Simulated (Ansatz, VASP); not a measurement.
**One calculation of TaSi3, two programs**

```
CELL_PARAMETERS angstrom
4.93450 0.00000 0.00000
0.00000 4.93450 0.00000
0.00000 0.00000 4.93450
ATOMIC_POSITIONS crystal
Ta 0.00000 0.00000 0.00000
Ta 0.50000 0.50000 0.50000
Si 0.00000 0.50000 0.25000
Si 0.00000 0.50000 0.75000
Si 0.25000 0.00000 0.50000
Si 0.75000 0.00000 0.50000
Si 0.50000 0.75000 0.00000
Si 0.50000 0.25000 0.00000
```

Alike in both runs: functional PBE; k mesh 8 × 8 × 8; occupations gaussian, width 0.1 eV; no spin polarisation.

Ansatz relaxed the structure, and its values are those at the end. VASP's run is a single point on that final structure, the one shown.

```csv
,VASP,Ansatz
version,VASP 6.6.1,Ansatz 0.2.0
potentials or method,"VASP PAW PBE potentials, release 64 (Ta_pv, Si), cutoff 500 eV","scalar-relativistic, plane waves, PAW"
valence electrons in the cell,46,50
```

|  | VASP | Ansatz | Ansatz less VASP |
| --- | --- | --- | --- |
| gap on the k mesh at the Fermi level (eV) | none | none | - |
| pressure (GPa) | 0.0 | 0.0 | -0.04 |

A gap of «none» marks a metal or a gap that the smearing closes. VASP's potentials hold 46 valence electrons a cell and Ansatz's 50, so a difference there can come from the potentials and not from the codes.

Neither program's run includes spin-orbit coupling.
